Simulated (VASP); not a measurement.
The system is S.

```xyz
4
Lattice="6.9933 0.0000 0.0000 0.1558 3.9037 0.0000 1.8110 0.5434 4.2142" Properties=species:S:1:pos:R:3 pbc="T T T"
S     3.0737    1.2368    1.2664
S     7.0149    3.8861    2.8320
S     1.7011    0.9028    1.1728
S     3.1773    3.9909    2.4921
```

The cell was generated, and may not be a known phase.

| Quantity | Value |
| --- | --- |
| Program | VASP 6.6.1 |
| Task | relaxation of cell and atoms |
| Functional | PBE |
| Potentials or basis | VASP PAW PBE potentials, release 64 (S) |
| Cutoff | 500 eV |
| k mesh | 4 × 4 × 4 |
| Occupations | gaussian, width 0.1 eV |
| Spin | no spin polarisation |

At the start: pressure 47.2 GPa; volume 28.76 Å³/atom.

Where does the relaxation end?

Over 84 steps the energy falls by 3767.7 meV/atom and the volume is 33.46 Å³/atom (+16.3 %); space group P1 (No. 1, to 0.1 Å) before and after.

Step by step:
```
step  energy change (eV)  largest force (eV/Å)  pressure (GPa)  volume (Å³)
   1              0.0000               56.9030           47.16       115.05
   4             -7.6729                3.3152           -5.04       273.88
   7            -11.1648                2.9070           -8.00       141.43
  10            -12.6911                3.4080           -7.49       118.23
  13            -12.8536                3.2744           -6.89       115.44
  16            -12.8714                3.2780           -6.80       115.10
  19            -12.8735                3.2784           -6.79       115.05
  22            -13.8308                1.6116            0.54       107.68
  25            -14.0189                1.9323            1.60       107.63
  28            -14.3755                1.9169           -1.77       110.63
  31            -14.5694                0.8366            0.51       108.28
  34            -14.6259                2.9494            1.14       104.51
  37            -14.7768                1.0960           -0.27       105.74
  40            -14.8335                0.7327           -0.09       104.84
  43            -14.9099                0.5803            0.45       105.64
  46            -14.9417                0.3481            0.39       107.04
  49            -14.9925                0.2264            0.42       111.32
  52            -15.0342                0.2227           -0.18       118.90
  55            -15.0464                0.2014            0.16       121.15
  58            -15.0508                0.3522           -0.18       122.86
  61            -15.0600                0.2048            0.10       125.27
  64            -15.0647                0.1366            0.35       127.04
  67            -15.0676                0.0931           -0.09       129.57
  70            -15.0684                0.0477            0.06       129.78
  73            -15.0689                0.1102           -0.10       130.63
  76            -15.0692                0.0707           -0.05       130.72
  79            -15.0700                0.0636            0.03       132.07
  82            -15.0706                0.0933           -0.07       133.27
  84            -15.0709                0.0386           -0.04       133.84
```

Final structure:
```
S
1.0
     8.11943    0.16177   -0.18861
     0.24699    3.53804    0.29057
     2.12921    0.76523    4.67658
S
4
Direct
  0.45255 0.34551 0.31236
  0.83153 0.95574 0.66486
  0.05968 0.06148 0.34572
  0.26791 0.94673 0.51925
```

Caveat: the volume moved by over 15 % at a fixed basis, so the end points are rough.
